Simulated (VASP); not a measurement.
# BiTe (R-3m) in VASP: a series of runs

BiTe is run at these levels: PBE0, BLYP, PBE, revPBE, r2SCAN; tasks: single point.

Everything below comes from runs of VASP 6.6.1. Logs are shortened: lines on timing, memory, paths and dates and some standing lists are left out, and cuts for length are marked.

### Step 1. The cell of the first run

Symmetry: R-3m, No. 166, trigonal system. The conventional cell has a = 4.845 Å, b = 4.845 Å, c = 9.952 Å, α = 90.00°, β = 90.00°, γ = 120.00°. Within 4.4 Å of Bi (site symmetry -3m) lie 6 Te at 3.25 Å and 6 Bi at 4.34 Å. Te (site symmetry -3m) has 6 Bi at 3.25 Å and 6 Te at 4.34 Å within 4.4 Å.

### Step 2. Single point, PBE0

File POSCAR:

```
BiTe
1.0
    2.4227077728      1.3987509848      3.3172919545
   -2.4227077728      1.3987509848      3.3172919545
    0.0000000000     -2.7975019696      3.3172919545
Bi Te
1 1
Direct
    0.5000000000      0.5000000000      0.5000000000
    0.0000000000      0.0000000000      0.0000000000
```

File INCAR.step1:

```
SYSTEM = BiTe
ALGO = Normal
EDIFF = 1E-5
ENCUT = 520
GGA = PE
ISIF = 2
ISMEAR = -1
LASPH = .TRUE.
LREAL = .FALSE.
LWAVE = .TRUE.
NBANDS = 18
NELM = 60
PREC = Accurate
SIGMA = 0.05
```

File INCAR.step2:

```
SYSTEM = BiTe
AEXX = 0.25
ALGO = Normal
EDIFF = 1E-6
ENCUT = 520
GGA = PE
ISIF = 2
ISMEAR = -1
ISTART = 1
LASPH = .TRUE.
LCHARG = .TRUE.
LELF = .TRUE.
LHFCALC = .TRUE.
LREAL = .FALSE.
LVHAR = .TRUE.
LWAVE = .FALSE.
NBANDS = 18
NELM = 60
PREC = Accurate
PRECFOCK = Normal
SIGMA = 0.05
```

File KPOINTS:

```
k-points
0
G
  4 4 4
  0 0 0
```

Potentials or basis: VASP PAW PBE potentials, release 64 (Bi_d, Te).

Run with:

```console
$ cat potpaw_PBE.64/Bi_d/POTCAR potpaw_PBE.64/Te/POTCAR > POTCAR
$ cp INCAR.step1 INCAR
$ mpirun -np 1 vasp_std > vasp.out
$ cp INCAR.step2 INCAR
$ mpirun -np 1 vasp_std > vasp.out
```

OUTCAR:

```text
SYSTEM = BiTe
   AEXX = 0.25
   EDIFF = 1E-6
   ENCUT = 520
   GGA = PE
   ISIF = 2
   ISMEAR = -1
   ISTART = 1
   LASPH = .TRUE.
   LHFCALC = .TRUE.
   LREAL = .FALSE.
   NELM = 60
   PREC = Accurate
   PRECFOCK = Normal

 ion  position               nearest neighbor table
   1  0.500  0.500  0.500-   2 3.25   2 3.25   2 3.25   2 3.25   2 3.25   2 3.25
   2  0.000  0.000  0.000-   1 3.25   1 3.25   1 3.25   1 3.25   1 3.25   1 3.25

  LATTYP: Found a trigonal (rhomboedric) cell.
 ALAT       =     4.3394058558
 COS(alpha) =     0.3765932224

  Lattice vectors:

 A1 = (   2.4227077728,   1.3987509848,   3.3172919545)
 A2 = (  -2.4227077728,   1.3987509848,   3.3172919545)
 A3 = (   0.0000000000,  -2.7975019696,   3.3172919545)

Analysis of symmetry for initial positions (statically):
=====================================================================
 Subroutine PRICEL returns:
 Original cell was already a primitive cell.

 Routine SETGRP: Setting up the symmetry group for a
 trigonal (rhombohedral) supercell.

 Subroutine GETGRP returns: Found 12 space group operations
 (whereof 12 operations were pure point group operations)
 out of a pool of 12 trial point group operations.

The static configuration has the point symmetry D_3d.

Analysis of symmetry for dynamics (positions and initial velocities):
=====================================================================
 Subroutine PRICEL returns:
 Original cell was already a primitive cell.

 Routine SETGRP: Setting up the symmetry group for a
 trigonal (rhombohedral) supercell.

 Subroutine GETGRP returns: Found 12 space group operations
 (whereof 12 operations were pure point group operations)
 out of a pool of 12 trial point group operations.

The dynamic configuration has the point symmetry D_3d.

 Subroutine INISYM returns: Found 12 space group operations
 (whereof 12 operations are pure point group operations),
 and found     1 'primitive' translations

----------------------------------------------------------------------------------------

                                     Primitive cell

  volume of cell :      67.4491

  direct lattice vectors                    reciprocal lattice vectors
     2.422707773  1.398750985  3.317291954     0.206380648  0.119153923  0.100483568
    -2.422707773  1.398750985  3.317291954    -0.206380648  0.119153923  0.100483568
     0.000000000 -2.797501970  3.317291954     0.000000000 -0.238307845  0.100483568

  length of vectors
     4.339405856  4.339405856  4.339405856     0.258626326  0.258626326  0.258626326

  position of ions in fractional coordinates (direct lattice)
     0.500000000  0.500000000  0.500000000
     0.000000000  0.000000000  0.000000000

  ion indices of the primitive-cell ions
   primitive index   ion index
                 1           1
                 2           2

----------------------------------------------------------------------------------------

 KPOINTS: k-points

Automatic generation of k-mesh.
 Grid dimensions read from file:
 generate k-points for:    4    4    4

 Generating k-lattice:

  Cartesian coordinates                     Fractional coordinates (reciprocal lattice)
     0.051595162  0.029788481  0.025120892     0.250000000  0.000000000  0.000000000
    -0.051595162  0.029788481  0.025120892     0.000000000  0.250000000  0.000000000
     0.000000000 -0.059576961  0.025120892     0.000000000  0.000000000  0.250000000

  Length of vectors
     0.064656582  0.064656582  0.064656582

  Shift w.r.t. Gamma in fractional coordinates (k-lattice)
     0.000000000  0.000000000  0.000000000

 Subroutine IBZKPT returns following result:
 ===========================================

 Found     13 irreducible k-points:

 Following reciprocal coordinates:
            Coordinates               Weight
  0.000000  0.000000  0.000000      1.000000
  0.250000 -0.000000  0.000000      6.000000
  0.500000 -0.000000  0.000000      3.000000
  0.250000  0.250000  0.000000      6.000000
  0.500000  0.250000 -0.000000     12.000000
 -0.250000  0.250000  0.000000      6.000000
  0.500000  0.500000  0.000000      3.000000
  0.250000  0.250000  0.250000      2.000000
  0.500000  0.250000  0.250000      6.000000
 -0.250000  0.250000  0.250000      6.000000
  0.500000  0.500000  0.250000      6.000000
 -0.250000  0.500000  0.250000      6.000000
  0.500000  0.500000  0.500000      1.000000
   k-points           NKPTS =     13   k-points in BZ     NKDIM =     64   number of bands    NBANDS=     18
   number of dos      NEDOS =    301   number of ions     NIONS =      2
   total plane-waves  NPLWV =  32768
   dimension x,y,z NGX =    32 NGY =   32 NGZ =   32
   dimension x,y,z NGXF=    64 NGYF=   64 NGZF=   64
   ions per type =               1   1
   NGX,Y,Z   is equivalent  to a cutoff of  12.26, 12.26, 12.26 a.u.
   NGXF,Y,Z  is equivalent  to a cutoff of  24.52, 24.52, 24.52 a.u.
 SYSTEM =  BiTe
[... 34 lines left out ...]
   GGA     = PE    functional components
   LHFCALC =     T    Hartree Fock is set to
   PRECFOCK=normal    Normal, Fast or Accurate (Low or Medium for compatibility)
   ENCUT4O =  -1.0   cutoff for four orbital integrals eV
   NKREDX  =     1    reduce k-point grid by
   NKREDY  =     1    reduce k-point grid by
   NKREDZ  =     1    reduce k-point grid by
   AEXX    =    0.2500 exact exchange contribution
   HFSCREEN=    0.0000 screening length (either q_TF or 0.3 A-1)
   HFSCREENC=   0.0000 screening length for correlation (either q_TF or 0.3 A-1)
   ENCUTFOCK=  -1.0 apply spherical cutoff to Coloumb kernel
   IVDW    =     0    specifies the selected vdW correction
   LEPSILON=     F    determine dielectric tensor
   LRPA    =     F    only Hartree local field effects (RPA)
 non-spin polarized calculation
  energy-cutoff  :      520.00
  volume of cell :       67.45
 maximum number of plane-waves:      1830
  NGX = 28; NGY = 28; NGZ = 28

 number of electron      20.9999996 magnetization

 Free energy of the ion-electron system (eV)
  ---------------------------------------------------
  ext. energy  EPLUGINS =         0.00000000
  ---------------------------------------------------
  free energy    TOTEN  =        -9.72569074 eV

  energy without entropy =       -9.71917219  energy(sigma->0) =       -9.72243146

 E-fermi :   6.7059     XC(G=0):  -7.5160

 val. band max:        6.0878093451   @ k =   0.2500   0.2500   0.2500
 cond. band min:       6.7059524776   @ k =  -0.2500   0.2500   0.0000
 fundamental gap:      0.6181431325
 Fermi energy:         6.7059077202

 k-point     1 :       0.0000    0.0000    0.0000
  band No.  band energies     occupation
      1     -19.2908      2.00000
      2     -19.2908      2.00000
      3     -19.2781      2.00000
      4     -19.2781      2.00000
      5     -19.2588      2.00000
      6      -8.8233      2.00000
[... 10 lines left out ...]
     17      14.0653      0.00000
     18      14.3073      0.00000

 k-point     2 :       0.2500   -0.0000    0.0000
  band No.  band energies     occupation
      1     -19.2917      2.00000
      2     -19.2911      2.00000
      3     -19.2804      2.00000
      4     -19.2739      2.00000
      5     -19.2573      2.00000
      6      -8.2352      2.00000
[... 10 lines left out ...]
     17      16.0010      0.00000
     18      16.6834      0.00000

 k-point     3 :       0.5000   -0.0000    0.0000
  band No.  band energies     occupation
      1     -19.2929      2.00000
      2     -19.2925      2.00000
      3     -19.2814      2.00000
      4     -19.2705      2.00000
      5     -19.2543      2.00000
      6      -6.7418      2.00000
[... 10 lines left out ...]
     17      15.3675      0.00000
     18      18.3847      0.00000

 k-point     4 :       0.2500    0.2500    0.0000
  band No.  band energies     occupation
      1     -19.2964      2.00000
      2     -19.2898      2.00000
      3     -19.2791      2.00000
      4     -19.2693      2.00000
      5     -19.2575      2.00000
      6      -8.0217      2.00000
[... 144 lines left out ...]
      4     -19.2607      2.00000
      5     -19.2585      2.00000
      6      -6.6860      2.00000
[... 10 lines left out ...]
     17      17.2356      0.00000
     18      18.0055      0.00000

 k-point    12 :      -0.2500    0.5000    0.2500
  band No.  band energies     occupation
      1     -19.2999      2.00000
      2     -19.2923      2.00000
      3     -19.2729      2.00000
      4     -19.2657      2.00000
      5     -19.2561      2.00000
      6      -6.2344      2.00000
[... 10 lines left out ...]
     17      16.6091      0.00000
     18      18.6269      0.00000

 k-point    13 :       0.5000    0.5000    0.5000
  band No.  band energies     occupation
      1     -19.2997      2.00000
      2     -19.2997      2.00000
      3     -19.2617      2.00000
      4     -19.2615      2.00000
      5     -19.2615      2.00000
      6      -6.3521      2.00000
[... 10 lines left out ...]
     17      16.6978      0.00000
     18      17.6781      0.00000

------------------------ aborting loop because EDIFF is reached ----------------------------------------

  FORCE on cell =-STRESS in cart. coord.  units (eV):
  Direction    XX          YY          ZZ          XY          YZ          ZX
  --------------------------------------------------------------------------------------
  -------------------------------------------------------------------------------------
  Total       -1.0111006     -1.0111006     -0.7638285      0.0000000      0.0000000      0.0000000
  in kB      -24.0175428    -24.0175428    -18.1438766      0.0000000      0.0000000      0.0000000
  external PRESSURE =     -22.0596541 kB  Pullay stress =       0.0000000 kB

 VOLUME and BASIS-vectors are now :
 -----------------------------------------------------------------------------
  energy-cutoff  :      520.00
  volume of cell :       67.45
      direct lattice vectors                 reciprocal lattice vectors
     2.422707773  1.398750985  3.317291954     0.206380648  0.119153923  0.100483568
    -2.422707773  1.398750985  3.317291954    -0.206380648  0.119153923  0.100483568
     0.000000000 -2.797501970  3.317291954     0.000000000 -0.238307845  0.100483568

 POSITION                                       TOTAL-FORCE (eV/Angst)
 -----------------------------------------------------------------------------------
      0.00000      0.00000      4.97594         0.000000     -0.000000     -0.000000
      0.00000      0.00000      0.00000         0.000000      0.000000      0.000000
 -----------------------------------------------------------------------------------
    total drift:                                0.000001     -0.000000      0.000003

  FREE ENERGIE OF THE ION-ELECTRON SYSTEM (eV)
  ---------------------------------------------------
  free  energy   TOTEN  =        -9.7256907401 eV

  energy  without entropy=       -9.7191721897  energy(sigma->0) =       -9.72243146
```

Wall time 47 min (1 thread of AMD EPYC 7R13 (Zen 3), shared host); peak memory 0.18 GiB.

What came out:

```yaml
Free_energy: -9.7257 eV
Pressure: -2.2 GPa
Band_gap_on_the_k_mesh: zero (an odd number of electrons rules out a gap without spin polarisation)
```

Stress tensor (GPa, compression positive):
```
-2.40  0.00  0.00
 0.00 -2.40  0.00
 0.00  0.00 -1.81
```

Caveat: the k points lie up to 0.41 Å⁻¹ apart, too coarse for converged energies and pressures of a metal; the PAW data sets were made with another functional, which shifts forces and pressure a little; spin-orbit coupling is left out, which moves the levels of the heavy elements.

### Step 3. Single point, BLYP

File INCAR:

```
AGGAC = 1.0 ; AGGAX = 1.0
ALDAC = 0.0 ; ALDAX = 1.0
ALGO = Normal ; EDIFF = 1E-7
ENCUT = 520 ; GGA = B5
ISIF = 2 ; ISMEAR = -1
LASPH = T ; LCHARG = F
LREAL = F ; LWAVE = F
NBANDS = 18 ; NELM = 100
PREC = Accurate ; SIGMA = 0.05
```

File KPOINTS:

```
k-points
0
Gamma
  7 7 7
```

POSCAR is that of step 2.

Potentials or basis: VASP PAW PBE potentials, release 64 (Bi_d, Te).

Run with:

```console
$ cat potpaw_PBE.64/Bi_d/POTCAR potpaw_PBE.64/Te/POTCAR > POTCAR
$ mpirun -np 1 vasp_std > vasp.out
```

It took 88 s on 1 thread of Intel Xeon 8259CL, shared host; peak memory 0.21 GiB.

The run converged. Its results:

| Property | Result |
| --- | --- |
| Free energy | -5.8095 eV |
| Pressure | 4.0 GPa |
| Band gap on the k mesh | zero (an odd number of electrons rules out a gap without spin polarisation) |

Stress tensor (GPa, compression positive):
```
3.90 0.00 0.00
0.00 3.90 0.00
0.00 0.00 4.09
```

Levels at points of the mesh, in eV from the Fermi level:
```csv
k point,band 6,band 7,band 8,band 9,band 10,band 11,band 12,band 13,band 14,band 15
"(0.00, 0.00, 0.00)",-13.50,-8.38,-2.93,-2.93,-1.65,1.78,2.45,2.45,4.32,4.32
```

Caveat: the cell stands under pressure; the PAW data sets were made with another functional, which shifts forces and pressure a little; spin-orbit coupling is left out, which moves the levels of the heavy elements.

### Step 4. Single point, PBE

File INCAR:

```
  PREC = Accurate
  ENCUT = 520
  EDIFF = 1E-6
  ISMEAR = 0
  SIGMA = 0.012
  LREAL = False
  LASPH = True
  NELM = 100
  ALGO = Normal
  ISIF = 2
  LWAVE = False
  LCHARG = False
  GGA = PE
  NBANDS = 18
```

File KPOINTS:

```
Automatic mesh
0
Gamma
  7 7 7
```

POSCAR is that of step 3.

Run with:

```console
$ cat potpaw_PBE.64/Bi_d/POTCAR potpaw_PBE.64/Te/POTCAR > POTCAR
$ mpirun -np 1 vasp_std > vasp.out
```

Run time: 51 s. Hardware: 1 thread of Intel Xeon 8259CL, shared host; peak memory 0.21 GiB.

The run converged. Its results:

- Free energy: -7.1699 eV
- Pressure: 0.1 GPa
- Band gap on the k mesh: zero (an odd number of electrons rules out a gap without spin polarisation)

Stress tensor (GPa, compression positive):
```
 0.19  0.00  0.00
 0.00  0.19  0.00
 0.00  0.00 -0.05
```

Levels at points of the mesh, in eV from the Fermi level:
```tsv
k point	band 7	band 8	band 9	band 10	band 11	band 12	band 13	band 14
(0.00, 0.00, 0.00)	-8.33	-2.96	-2.96	-1.66	1.82	2.45	2.45	4.02
```

Caveat: spin-orbit coupling is left out, which moves the levels of the heavy elements.

### Step 5. Single point, revPBE

This run uses another cell than the first one, of 34.57 Å³/atom.

File INCAR:

```
SYSTEM = BiTe
PREC = Accurate ; ENCUT = 520
EDIFF = 1E-6 ; ISMEAR = -1
SIGMA = 0.05 ; LREAL = .False.
LASPH = .True. ; NELM = 60
ALGO = Normal ; ISIF = 2
LWAVE = .False. ; LCHARG = .False.
GGA = RE ; NBANDS = 18
```

File KPOINTS:

```
regular mesh
0
Gamma
  7 7 7
  0 0 0
```

File POSCAR:

```
BiTe
1.0
    2.4356710990      1.4062353646      3.3646380773
   -2.4356710990      1.4062353646      3.3646380773
    0.0000000000     -2.8124707293      3.3646380773
Bi Te
1 1
Direct
    0.5000000000      0.5000000000      0.5000000000
    0.0000000000      0.0000000000      0.0000000000
```

Run with:

```console
$ cat potpaw_PBE.64/Bi_d/POTCAR potpaw_PBE.64/Te/POTCAR > POTCAR
$ mpirun -np 1 vasp_std > vasp.out
```

Wall time 72 s (1 thread of Intel Xeon 8259CL, shared host); peak memory 0.23 GiB.

Results (log left out):

```
Free energy            : -6.5318 eV
Pressure               : -0.1 GPa
Band gap on the k mesh : zero (an odd number of electrons rules out a gap without spin polarisation)
```

Levels at points of the mesh, in eV from the Fermi level:
| k point | band 8 | band 9 | band 10 | band 11 | band 12 | band 13 |
| --- | --- | --- | --- | --- | --- | --- |
| (0.00, 0.00, 0.00) | -2.85 | -2.85 | -1.64 | 1.81 | 2.41 | 2.41 |

Caveat: the PAW data sets were made with another functional, which shifts forces and pressure a little; spin-orbit coupling is left out, which moves the levels of the heavy elements.

### Step 6. Single point, r2SCAN

File POSCAR:

```
BiTe
1.0
    2.4227077728      1.3987509848      3.3172919545
   -2.4227077728      1.3987509848      3.3172919545
    0.0000000000     -2.7975019696      3.3172919545
Bi Te
1 1
Direct
    0.5000000000      0.5000000000      0.5000000000
    0.0000000000      0.0000000000      0.0000000000
```

File INCAR.step1:

```
SYSTEM = BiTe
ALGO = Normal
EDIFF = 1E-4
ENCUT = 520
GGA = PE
ISMEAR = -1
LASPH = .True.
LCHARG = .False.
LREAL = .False.
LWAVE = .True.
NBANDS = 18
NELM = 60
PREC = Accurate
SIGMA = 0.05
```

File INCAR.step2:

```
SYSTEM = BiTe
ALGO = Normal
EDIFF = 1E-6
ENCUT = 520
ISIF = 2
ISMEAR = -1
ISTART = 1
LASPH = .True.
LCHARG = .False.
LMIXTAU = .True.
LREAL = .False.
LWAVE = .False.
METAGGA = R2SCAN
NBANDS = 18
NELM = 60
PREC = Accurate
SIGMA = 0.05
```

File KPOINTS:

```
k-points
0
Gamma
  7 7 7
  0 0 0
```

Potentials or basis: VASP PAW PBE potentials, release 64 (Bi_d, Te).

Run with:

```console
$ cat potpaw_PBE.64/Bi_d/POTCAR potpaw_PBE.64/Te/POTCAR > POTCAR
$ cp INCAR.step1 INCAR
$ mpirun -np 1 vasp_std > vasp.out
$ cp INCAR.step2 INCAR
$ mpirun -np 1 vasp_std > vasp.out
```

It took 2.7 min on 1 thread of Intel Xeon 8259CL, shared host; peak memory 0.22 GiB.

Results (log left out):

| Property | Result |
| --- | --- |
| Free energy | -84.0248 eV |
| Pressure | -0.6 GPa |
| Band gap on the k mesh | zero (an odd number of electrons rules out a gap without spin polarisation) |

Stress tensor (GPa, compression positive):
```
-0.68  0.00  0.00
 0.00 -0.68  0.00
 0.00  0.00 -0.53
```

Levels at points of the mesh, in eV from the Fermi level:
| k point | band 7 | band 8 | band 9 | band 10 | band 11 | band 12 | band 13 | band 14 |
| --- | --- | --- | --- | --- | --- | --- | --- | --- |
| (0.00, 0.00, 0.00) | -8.49 | -3.19 | -3.19 | -1.84 | 1.88 | 2.63 | 2.63 | 4.40 |

Caveat: the PAW data sets were made with another functional, which shifts forces and pressure a little; spin-orbit coupling is left out, which moves the levels of the heavy elements.

### Step 7. Overview

```csv
level,cell,k mesh,smearing,grid for exact exchange (PRECFOCK),share of exact exchange,gap on the mesh (eV),pressure (GPa)
PBE0,"a = 4.339 Å, angles 67.9°, 2 atoms",4 × 4 × 4,fermi-dirac 0.05 eV,Normal,0.25,none,-2.2
BLYP,"a = 4.339 Å, angles 67.9°, 2 atoms",7 × 7 × 7,fermi-dirac 0.05 eV,-,-,none,4.0
PBE,"a = 4.339 Å, angles 67.9°, 2 atoms",7 × 7 × 7,gaussian 0.012 eV,-,-,none,0.1
revPBE,"a = 4.385 Å, angles 67.5°, 2 atoms",7 × 7 × 7,fermi-dirac 0.05 eV,-,-,none,-0.1
r2SCAN,"a = 4.339 Å, angles 67.9°, 2 atoms",7 × 7 × 7,fermi-dirac 0.05 eV,-,-,none,-0.6
```

Alike in all rows: task single point; potentials or basis VASP PAW PBE potentials, release 64 (Bi_d, Te); no spin polarisation; cutoff (eV) 520.

Caveats: some runs use coarse meshes; spin-orbit coupling is left out, which moves the levels of the heavy elements; the PAW data sets were made with another functional, which shifts forces and pressure a little (at least some runs); the cell stands under pressure (at least some runs).

Total energies depend on the potentials used, so only differences within one code and one set of settings carry meaning.
